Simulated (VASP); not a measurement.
Write the native input for VASP 6.6.1 that does the following.

```
Task                    : density of states
Functional              : LDA
Potentials or basis     : VASP PAW LDA potentials, release 64 (P)
Cutoff                  : 520 eV
k mesh                  : 17 × 17 × 17
Occupations             : fermi-dirac, width 0.1 eV
Spin                    : no spin polarisation
Dipole correction       : no
k mesh for the DOS      : 26 × 26 × 26
Occupations for the DOS : tetrahedron
Further INCAR settings  : ALGO = Normal; EDIFF = 1e-06; NBANDS = 8
```

The system is P.

```
CELL_PARAMETERS angstrom
0.00000 1.46061 1.46061
1.46061 0.00000 1.46061
1.46061 1.46061 0.00000
ATOMIC_POSITIONS crystal
P 0.00000 0.00000 0.00000
```

This cell differs from its parent crystal: volume scaled by 0.45.

The input as run:

POSCAR

```
P
1.0
    0.0000000000      1.4606113894      1.4606113894
    1.4606113894      0.0000000000      1.4606113894
    1.4606113894      1.4606113894      0.0000000000
P
1
Direct
    0.0000000000      0.0000000000      0.0000000000
```

INCAR.step1

```
  PREC = Accurate
  ENCUT = 520
  EDIFF = 1E-6
  ISMEAR = -1
  SIGMA = 0.1
  LREAL = F
  LASPH = T
  NELM = 60
  ALGO = Normal
  ISIF = 2
  LWAVE = F
  LCHARG = T
  GGA = CA
  NBANDS = 8
```

KPOINTS.step1

```
Automatic mesh
0
Gamma
  17 17 17
```

INCAR.step2

```
  PREC = Accurate
  ENCUT = 520
  EDIFF = 1E-6
  ISMEAR = -5
  SIGMA = 0.1
  LREAL = F
  LASPH = T
  NELM = 60
  ALGO = Normal
  ISIF = 2
  LWAVE = F
  LCHARG = F
  GGA = CA
  LORBIT = 11
  NBANDS = 8
  NEDOS = 1001
  ICHARG = 11
```

KPOINTS.step2

```
Automatic mesh
0
Gamma
  26 26 26
```

Potentials or basis: VASP PAW LDA potentials, release 64 (P).

Launch:

```console
$ cat potpaw_LDA.64/P/POTCAR > POTCAR
$ cp INCAR.step1 INCAR
$ cp KPOINTS.step1 KPOINTS
$ mpirun -np 1 vasp_std > vasp.out
$ cp INCAR.step2 INCAR
$ cp KPOINTS.step2 KPOINTS
$ mpirun -np 1 vasp_std > vasp.out
```

It gave:

| Item | Value |
| --- | --- |
| Valence electrons inside the program's atomic spheres | P 2.81 |

Wall time 14 s on 1 thread of AMD EPYC 7R13 Processor (Zen 3), on a shared host, peak memory 0.1 GiB.
